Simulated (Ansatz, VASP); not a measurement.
One calculation of Fe, two programs

Contents of INCAR:

```
PREC = Accurate
ENCUT = 520
EDIFF = 1E-6
ISMEAR = 0
SIGMA = 0.15
LREAL = False
LASPH = True
NELM = 150
ALGO = Fast
ISIF = 2
LWAVE = False
LCHARG = False
ISPIN = 2
MAGMOM = 2.44
LORBIT = 11
LMAXMIX = 4
GGA = PE
NBANDS = 14
```

KPOINTS

```
Automatic mesh
0
Gamma
  12 12 12
```

File POSCAR:

```
Fe
1.0
   -1.5140936530      1.5140936530      1.3039374540
    1.5140936530     -1.5140936530      1.3039374540
    1.5140936530      1.5140936530     -1.3039374540
Fe
1
Direct
    0.0000000000      0.0000000000      0.0000000000
```

Input for Ansatz:

```yaml
crystal:
  lattice:
    - [-1.514093653, 1.514093653, 1.303937454]
    - [1.514093653, -1.514093653, 1.303937454]
    - [1.514093653, 1.514093653, -1.303937454]
  atoms:
    - { symbol: Fe, position: [0.0, 0.0, 0.0], spin: 2.44 }
basis:
  ecutwfc: 520.0
kpoints:
  mp_grid: { grid: [12, 12, 12] }
hamiltonian:
  xc: pbe
scf:
  occupations: { method: gaussian, width: 0.15 }
output:
  forces: true
  stress: true
  eigenvalues: true
  populations: true
magnetization:
  spin_polarized: true
```

Alike in both runs: task single point; functional PBE; k mesh 12 × 12 × 12; occupations gaussian, width 0.15 eV; collinear spin.

```csv
,VASP,Ansatz
version,VASP 6.6.1,Ansatz 0.2.0
potentials or method,"VASP PAW PBE potentials, release 64 (Fe), cutoff 520 eV","scalar-relativistic, plane waves, PAW"
valence electrons in the cell,8,16
```

|  | VASP | Ansatz | Ansatz less VASP |
| --- | --- | --- | --- |
| gap on the k mesh at the Fermi level (eV) | none | none | - |
| pressure (GPa) | -3.9 | -4.2 | -0.29 |
| traceless stress, the component that is largest in VASP (GPa) | 11.00 | 11.27 | +0.278 |
| net moment per atom (μB) | 2.42 | 2.39 | -0.026 |
| size of the moment on the site where the two differ most (μB) | 2.42 | 2.44 | +0.018 |

Site moments also hang on the region over which each program counts them. A gap of «none» marks a metal or a gap that the smearing closes. VASP's potentials hold 8 valence electrons a cell and Ansatz's 16, so a difference there can come from the potentials and not from the codes.
